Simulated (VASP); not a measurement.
# Sn (Fd-3m) in VASP: a series of runs

Sn is run at these levels: PBE; tasks: single point, relaxation of cell and atoms.

Program: VASP 6.6.1. These are calculated values, not measurements. Logs are shortened: lines on timing, memory, paths and dates and some standing lists are left out, and cuts for length are marked.

### Step 1. The cell of the first run

Symmetry: Fd-3m, No. 227, cubic system. Conventional cell: a = 6.656 Å, b = 6.656 Å, c = 6.656 Å, α = 90.00°, β = 90.00°, γ = 90.00°. Within 3.8 Å of Sn (site symmetry -43m) lie 4 Sn at 2.88 Å.

This isn't the form of Sn at room conditions, which is tetragonal (white tin).

### Step 2. Single point, PBE

File INCAR:

```
SYSTEM = Sn
PREC     = Accurate       ! precision mode
ENCUT    = 520            ! plane-wave cutoff, eV
EDIFF    = 1E-7           ! SCF threshold, eV
ISMEAR   = -1             ! smearing method
SIGMA    = 0.05           ! smearing width, eV
LREAL    = .FALSE.        ! projectors in reciprocal space
LASPH    = .TRUE.         ! aspherical terms in the spheres
NELM     = 80             ! most SCF steps
ALGO     = Normal         ! electronic algorithm
ISIF     = 2              ! what is computed and relaxed
LWAVE    = .FALSE.        ! write WAVECAR
LCHARG   = .TRUE.         ! write CHGCAR
GGA      = PE             ! functional
LELF     = .TRUE.         ! ELF
LVHAR    = .TRUE.       
NBANDS   = 21             ! bands
```

File KPOINTS:

```
regular mesh
0
G
  14 14 14
  0 0 0
```

File POSCAR:

```
Sn
1.0
    0.0000000000      3.3278711423      3.3278711423
    3.3278711423      0.0000000000      3.3278711423
    3.3278711423      3.3278711423      0.0000000000
Sn
2
Direct
    0.5000000000      0.5000000000      0.5000000000
    0.7500000000      0.7500000000      0.7500000000
```

Potentials or basis: VASP PAW PBE potentials, release 64 (Sn_d).

Started as:

```console
> cat potpaw_PBE.64/Sn_d/POTCAR > POTCAR
> mpirun -np 1 vasp_std > vasp.out
```

OUTCAR:

```text
SYSTEM = Sn
   PREC = Accurate
   ENCUT = 520
   EDIFF = 1E-7
   ISMEAR = -1
   LREAL = .FALSE.
   LASPH = .TRUE.
   NELM = 80
   ISIF = 2
   GGA = PE

 ion  position               nearest neighbor table
   1  0.500  0.500  0.500-   2 2.88   2 2.88   2 2.88   2 2.88
   2  0.750  0.750  0.750-   1 2.88   1 2.88   1 2.88   1 2.88

  LATTYP: Found a face centered cubic cell.
 ALAT       =     6.6557422846

  Lattice vectors:

 A1 = (   0.0000000000,   3.3278711423,   3.3278711423)
 A2 = (   3.3278711423,   0.0000000000,   3.3278711423)
 A3 = (   3.3278711423,   3.3278711423,   0.0000000000)

Analysis of symmetry for initial positions (statically):
=====================================================================
 Subroutine PRICEL returns:
 Original cell was already a primitive cell.

 Routine SETGRP: Setting up the symmetry group for a
 face centered cubic supercell.

 Subroutine GETGRP returns: Found 48 space group operations
 (whereof 24 operations were pure point group operations)
 out of a pool of 48 trial point group operations.

The static configuration has the point symmetry T_d .
 The point group associated with its full space group is O_h .

Analysis of symmetry for dynamics (positions and initial velocities):
=====================================================================
 Subroutine PRICEL returns:
 Original cell was already a primitive cell.

 Routine SETGRP: Setting up the symmetry group for a
 face centered cubic supercell.

 Subroutine GETGRP returns: Found 48 space group operations
 (whereof 24 operations were pure point group operations)
 out of a pool of 48 trial point group operations.

The dynamic configuration has the point symmetry T_d .
 The point group associated with its full space group is O_h .

 Subroutine INISYM returns: Found 48 space group operations
 (whereof 24 operations are pure point group operations),
 and found     1 'primitive' translations

----------------------------------------------------------------------------------------

                                     Primitive cell

  volume of cell :      73.7105

  direct lattice vectors                    reciprocal lattice vectors
     0.000000000  3.327871142  3.327871142    -0.150246202  0.150246202  0.150246202
     3.327871142  0.000000000  3.327871142     0.150246202 -0.150246202  0.150246202
     3.327871142  3.327871142  0.000000000     0.150246202  0.150246202 -0.150246202

[... 73 lines left out ...]
 SYSTEM =  Sn
   PREC   = accura    normal or accurate (medium, high low for compatibility)
   ISTART =      0    job   : 0-new  1-cont  2-samecut
   ICHARG =      2    charge: 1-file 2-atom 10-const
   ISPIN  =      1    spin polarized calculation?
   LNONCOLLINEAR =      F non collinear calculations
   LSORBIT =      F    spin-orbit coupling
   LASPH  =      T    aspherical Exc in radial PAW
   ENCUT  =  520.0 eV  38.22 Ry    6.18 a.u.   8.75  8.75  8.75*2*pi/ulx,y,z
   NELM   =     80;   NELMIN=  2; NELMDL= -5     # of ELM steps
   EDIFF  = 0.1E-06   stopping-criterion for ELM
   LREAL  =      F    real-space projection
   EDIFFG = 0.1E-05   stopping-criterion for IOM
   NSW    =      0    number of steps for IOM
   IBRION =     -1    ionic relax: 0-MD 1-quasi-New 2-CG
   NFREE  =      0    steps in history (QN), initial steepest desc. (CG)
   ISIF   =      2    stress and relaxation
   ISYM   =      2    0-nonsym 1-usesym 2-fastsym
   POTIM  = 0.5000    time-step for ionic-motion
   TEBEG  =    0.0;   TEEND  =   0.0 temperature during run
   PSTRESS=    0.0 pullay stress
   NELECT =      28.0000    total number of electrons
   NUPDOWN=      -1.0000    fix difference up-down
   EMIN   =  10.00;   EMAX   =-10.00  energy-range for DOS
   EFERMI =   0.00;   METHOD = LEGACY
   ISMEAR =    -1;   SIGMA  =   0.05  broadening in eV -4-tet -1-fermi 0-gaus
   EFERMI_NEDOS =   21; number of points for ismear=-14 and -15
   IALGO  =     38    algorithm
   IMIX   =      4    mixing-type and parameters
     AMIX     =   0.40;   BMIX     =  1.00
     AMIX_MAG =   1.60;   BMIX_MAG =  1.00
  volume/ion in A,a.u.               =      36.86       248.71
  Fermi-wavevector in a.u.,A,eV,Ry     =   1.185635  2.240525 19.126122  1.405730
  Thomas-Fermi vector in A             =   2.321825
   LORBIT       =      0    0 simple, 1 ext, 2 COOP (PROOUT), +10 PAW based schemes
   GGA     = PE    functional components
[... 5 lines left out ...]
 non-spin polarized calculation
  energy-cutoff  :      520.00
  volume of cell :       73.71
 maximum number of plane-waves:      2012
   NGX = 17   NGY = 17   NGZ = 17

 number of electron      28.0000008 magnetization

 Free energy of the ion-electron system (eV)
  ---------------------------------------------------
  ext. energy  EPLUGINS =         0.00000000
  ---------------------------------------------------
  free energy    TOTEN  =        -7.69395944 eV

  energy without entropy =       -7.69255850  energy(sigma->0) =       -7.69325897

 E-fermi :   4.8646     XC(G=0):  -8.5484

 val. band max:        4.8624448411   @ k =   0.0714   0.0000   0.0000
 cond. band min:       4.9564272046   @ k =   0.0000   0.0000   0.0000
 fundamental gap:      0.0939823635
 Fermi energy:         4.8646381642

 k-point     1 :       0.0000    0.0000    0.0000
  band No.  band energies     occupation
      1     -16.6819      2.00000
      2     -16.6819      2.00000
      3     -16.6819      2.00000
      4     -16.6321      2.00000
      5     -16.6321      2.00000
      6     -16.3799      2.00000
[... 565 lines left out ...]
     20      12.0676      0.00000
     21      12.7199      0.00000

 [... further k-points ...]

------------------------ aborting loop because EDIFF is reached ----------------------------------------

  FORCE on cell =-STRESS in cart. coord.  units (eV):
  Direction    XX          YY          ZZ          XY          YZ          ZX
  --------------------------------------------------------------------------------------
  -------------------------------------------------------------------------------------
  Total       -0.0277797     -0.0277797     -0.0277797     -0.0000000      0.0000000      0.0000000
  in kB       -0.6038221     -0.6038221     -0.6038221     -0.0000000      0.0000000      0.0000000
  external PRESSURE =      -0.6038221 kB  Pullay stress =       0.0000000 kB

 VOLUME and BASIS-vectors are now :
 -----------------------------------------------------------------------------
  energy-cutoff  :      520.00
  volume of cell :       73.71
      direct lattice vectors                 reciprocal lattice vectors
     0.000000000  3.327871142  3.327871142    -0.150246202  0.150246202  0.150246202
     3.327871142  0.000000000  3.327871142     0.150246202 -0.150246202  0.150246202
     3.327871142  3.327871142  0.000000000     0.150246202  0.150246202 -0.150246202

 POSITION                                       TOTAL-FORCE (eV/Angst)
 -----------------------------------------------------------------------------------
      3.32787      3.32787      3.32787        -0.000000     -0.000000      0.000000
      4.99181      4.99181      4.99181         0.000000      0.000000     -0.000000
 -----------------------------------------------------------------------------------
    total drift:                                0.000000      0.000000      0.000000

  FREE ENERGIE OF THE ION-ELECTRON SYSTEM (eV)
  ---------------------------------------------------
  free  energy   TOTEN  =        -7.6939594356 eV

  energy  without entropy=       -7.6925584982  energy(sigma->0) =       -7.69325897
```

It took 93 s on 1 thread of AMD EPYC 9R45 (Zen 5), shared host; peak memory 0.24 GiB.

Results:

```
Free energy            : -7.6940 eV
Pressure               : -0.1 GPa
Band gap on the k mesh : zero (bands 14 and 15 overlap by 0.23 eV)
```

Caveat: spin-orbit coupling is left out, which moves the levels of the heavy elements.

### Step 3. Relaxation of cell and atoms, PBE

This run uses another cell than the first one, of 34.19 Å³/atom.

File INCAR:

```
PREC = Accurate
ENCUT = 600
EDIFF = 1E-7
ISMEAR = -1
SIGMA = 0.05
LREAL = False
LASPH = True
NELM = 100
ALGO = Normal
ISIF = 3
LWAVE = False
LCHARG = False
GGA = PE
IBRION = 2
NSW = 100
EDIFFG = -0.003
```

File KPOINTS:

```
Automatic mesh
0
Gamma
  14 14 14
```

File POSCAR:

```
Sn
1.0
    0.0000000000      3.2456000000      3.2456000000
    3.2456000000      0.0000000000      3.2456000000
    3.2456000000      3.2456000000      0.0000000000
Sn
2
Direct
    0.5000000000      0.5000000000      0.5000000000
    0.7500000000      0.7500000000      0.7500000000
```

Potentials or basis: VASP PAW PBE potentials, release 64 (Sn_d).

Started as:

```console
> cat potpaw_PBE.64/Sn_d/POTCAR > POTCAR
> mpirun -np 1 vasp_std > vasp.out
```

OUTCAR:

```text
PREC = Accurate
   ENCUT = 600
   EDIFF = 1E-7
   ISMEAR = -1
   LREAL = False
   LASPH = True
   NELM = 100
   ISIF = 3
   GGA = PE
   IBRION = 2
   NSW = 100
   EDIFFG = -0.003

 ion  position               nearest neighbor table
   1  0.500  0.500  0.500-   2 2.81   2 2.81   2 2.81   2 2.81
   2  0.750  0.750  0.750-   1 2.81   1 2.81   1 2.81   1 2.81

  LATTYP: Found a face centered cubic cell.
 ALAT       =     6.4912000000

  Lattice vectors:

 A1 = (   0.0000000000,   3.2456000000,   3.2456000000)
 A2 = (   3.2456000000,   0.0000000000,   3.2456000000)
 A3 = (   3.2456000000,   3.2456000000,   0.0000000000)

Analysis of symmetry for initial positions (statically):
=====================================================================
 Subroutine PRICEL returns:
 Original cell was already a primitive cell.

 Routine SETGRP: Setting up the symmetry group for a
 face centered cubic supercell.

 Subroutine GETGRP returns: Found 48 space group operations
 (whereof 24 operations were pure point group operations)
 out of a pool of 48 trial point group operations.

The static configuration has the point symmetry T_d .
 The point group associated with its full space group is O_h .

Analysis of symmetry for dynamics (positions and initial velocities):
=====================================================================
 Subroutine PRICEL returns:
 Original cell was already a primitive cell.

 Routine SETGRP: Setting up the symmetry group for a
 face centered cubic supercell.

 Subroutine GETGRP returns: Found 48 space group operations
 (whereof 24 operations were pure point group operations)
 out of a pool of 48 trial point group operations.

The dynamic configuration has the point symmetry T_d .
 The point group associated with its full space group is O_h .

 Subroutine INISYM returns: Found 48 space group operations
 (whereof 24 operations are pure point group operations),
 and found     1 'primitive' translations

----------------------------------------------------------------------------------------

                                     Primitive cell
[... 95 lines left out ...]
   IBRION =      2    ionic relax: 0-MD 1-quasi-New 2-CG
   NFREE  =      1    steps in history (QN), initial steepest desc. (CG)
   ISIF   =      3    stress and relaxation
   ISYM   =      2    0-nonsym 1-usesym 2-fastsym
   POTIM  = 0.5000    time-step for ionic-motion
   TEBEG  =    0.0;   TEEND  =   0.0 temperature during run
   PSTRESS=    0.0 pullay stress
   NELECT =      28.0000    total number of electrons
   NUPDOWN=      -1.0000    fix difference up-down
   EMIN   =  10.00;   EMAX   =-10.00  energy-range for DOS
   EFERMI =   0.00;   METHOD = LEGACY
   ISMEAR =    -1;   SIGMA  =   0.05  broadening in eV -4-tet -1-fermi 0-gaus
   EFERMI_NEDOS =   21; number of points for ismear=-14 and -15
   IALGO  =     38    algorithm
   IMIX   =      4    mixing-type and parameters
     AMIX     =   0.40;   BMIX     =  1.00
     AMIX_MAG =   1.60;   BMIX_MAG =  1.00
  volume/ion in A,a.u.               =      34.19       230.72
  Fermi-wavevector in a.u.,A,eV,Ry     =   1.215689  2.297319 20.108049  1.477900
  Thomas-Fermi vector in A             =   2.351068
   LORBIT       =      0    0 simple, 1 ext, 2 COOP (PROOUT), +10 PAW based schemes
   GGA     = PE    functional components
   LHFCALC =     F    Hartree Fock is set to
   AEXX    =    0.0000 exact exchange contribution
   IVDW    =     0    specifies the selected vdW correction
   LEPSILON=     F    determine dielectric tensor
   LRPA    =     F    only Hartree local field effects (RPA)
 conjugate gradient relaxation of ions
 non-spin polarized calculation
  energy-cutoff  :      600.00
  volume of cell :       68.38
 maximum number of plane-waves:      2303
 NGX is ok and might be reduce to    40
   NGX = 19   NGY = 19   NGZ = 19

--------------------------------------- Ionic step        1  -------------------------------------------

 number of electron      28.0000005 magnetization

 Free energy of the ion-electron system (eV)
  ---------------------------------------------------
  ext. energy  EPLUGINS =         0.00000000
  ---------------------------------------------------
  free energy    TOTEN  =        -7.64489094 eV

  energy without entropy =       -7.64375136  energy(sigma->0) =       -7.64432115

 E-fermi :   5.6668     XC(G=0):  -8.8726

 val. band max:        5.6570095930   @ k =   0.4286   0.0000   0.0000
 cond. band min:       5.7190367724   @ k =   0.0000   0.0000   0.0000
 fundamental gap:      0.0620271793
 Fermi energy:         5.6668256538

 k-point     1 :       0.0000    0.0000    0.0000
  band No.  band energies     occupation
      1     -16.0501      2.00000
      2     -16.0501      2.00000
      3     -16.0501      2.00000
      4     -15.9905      2.00000
      5     -15.9905      2.00000
      6     -15.6822      2.00000
[... 566 lines left out ...]
--------------------------------------- Ionic step        3  -------------------------------------------

 number of electron      27.9999997 magnetization

 Free energy of the ion-electron system (eV)
  ---------------------------------------------------
  ext. energy  EPLUGINS =         0.00000000
  ---------------------------------------------------
  free energy    TOTEN  =        -7.69332859 eV

  energy without entropy =       -7.69193053  energy(sigma->0) =       -7.69262956

 E-fermi :   4.8788     XC(G=0):  -8.5544

 val. band max:        4.8758412349   @ k =   0.0714   0.0000   0.0000
 cond. band min:       4.9700427274   @ k =   0.0000   0.0000   0.0000
 fundamental gap:      0.0942014926
 Fermi energy:         4.8787749458

 k-point     1 :       0.0000    0.0000    0.0000
  band No.  band energies     occupation
      1     -16.6703      2.00000
      2     -16.6703      2.00000
      3     -16.6703      2.00000
      4     -16.6204      2.00000
      5     -16.6204      2.00000
      6     -16.3673      2.00000
[... 524 lines left out ...]
  FREE ENERGIE OF THE ION-ELECTRON SYSTEM (eV)
  ---------------------------------------------------
  free  energy   TOTEN  =        -7.6933285868 eV

  energy  without entropy=       -7.6919305322  energy(sigma->0) =       -7.69262956

 reached required accuracy - stopping structural energy minimisation
```

OSZICAR:

```text
N       E                     dE             d eps       ncg     rms          rms(c)
DAV:   1     0.216235654006E+03    0.21624E+03   -0.16614E+04  3744   0.249E+03
DAV:   2     0.131084354754E+02   -0.20313E+03   -0.20065E+03  3744   0.465E+02
DAV:   3    -0.705309162282E+01   -0.20162E+02   -0.20024E+02  4224   0.151E+02
[... 29 lines left out ...]
DAV:   6    -0.769332679839E+01    0.28201E-05   -0.24463E-05  3820   0.697E-02    0.811E-03
DAV:   7    -0.769332887948E+01   -0.20811E-05   -0.17061E-06  3864   0.930E-03    0.137E-03
DAV:   8    -0.769332902152E+01   -0.14204E-06   -0.81617E-07  3008   0.498E-03    0.558E-04
DAV:   9    -0.769332865289E+01    0.36863E-06   -0.36577E-08  2314   0.233E-03    0.278E-04
DAV:  10    -0.769332858678E+01    0.66105E-07   -0.61131E-09  1878   0.105E-03
   3 F= -.76933286E+01 E0= -.76926296E+01  d E =-.484376E-01
```

CONTCAR:

```text
Sn
   1.00000000000000
    -0.0000000000000000    3.3263105497285501    3.3263105497285501
     3.3263105497285501    0.0000000000000000    3.3263105497285501
     3.3263105497285501    3.3263105497285501    0.0000000000000000
  Sn
     2
Direct
     0.5000000000000000    0.5000000000000000    0.5000000000000000
     0.7500000000000000    0.7500000000000000    0.7500000000000000

  0.00000000E+00  0.00000000E+00  0.00000000E+00
  0.00000000E+00  0.00000000E+00  0.00000000E+00
```

Wall time 4.2 min (1 thread of AMD EPYC 9R45 (Zen 5), shared host); peak memory 0.29 GiB.

Results:

```
Free energy                           : -7.6933 eV
Relaxed volume                        : 36.80 Å³/atom
Relaxed cell                          : a = 4.704 Å, b = 4.704 Å, c = 4.704 Å, α = 60.00°, β = 60.00°, γ = 60.00°
Space group after relaxing (to 0.1 Å) : Fd-3m (No. 227)
Energy gained by relaxing             : 24.2 meV/atom
Ionic steps                           : 3
Pressure after relaxing               : 0.0 GPa
Band gap on the k mesh                : zero (bands 14 and 15 overlap by 0.23 eV)
```

Step by step:
```
step  energy change (eV)  largest force (eV/Å)  pressure (GPa)  volume (Å³)
   1              0.0000                0.0000            3.18        68.38
   2             -0.0442                0.0000           -0.77        75.32
   3             -0.0484                0.0000            0.01        73.61
```

Final structure:
```cif
data_structure
_symmetry_space_group_name_H-M 'P 1'
_symmetry_Int_Tables_number 1
_cell_length_a 4.7041
_cell_length_b 4.7041
_cell_length_c 4.7041
_cell_angle_alpha 60.000
_cell_angle_beta 60.000
_cell_angle_gamma 60.000
_cell_volume 73.61
loop_
_atom_site_label
_atom_site_type_symbol
_atom_site_fract_x
_atom_site_fract_y
_atom_site_fract_z
_atom_site_occupancy
Sn1 Sn 0.50000 0.50000 0.50000 1
Sn2 Sn 0.75000 0.75000 0.75000 1
```

Levels at points of the mesh, in eV from the Fermi level:
```
           k point  band 11  band 12  band 13  band 14  band 15  band 16  band 17  band 18
(0.00, 0.00, 0.00)   -10.12    -1.14     0.09     0.09     0.09     2.15     2.15     2.15
(0.50, 0.00, 0.00)    -8.65    -6.03    -1.00    -1.00    -0.14     3.20     3.20     5.69
(0.50, 0.50, 0.00)    -7.27    -7.27    -2.22    -2.22     0.90     0.90     7.26     7.26
```

Caveat: spin-orbit coupling is left out, which moves the levels of the heavy elements.
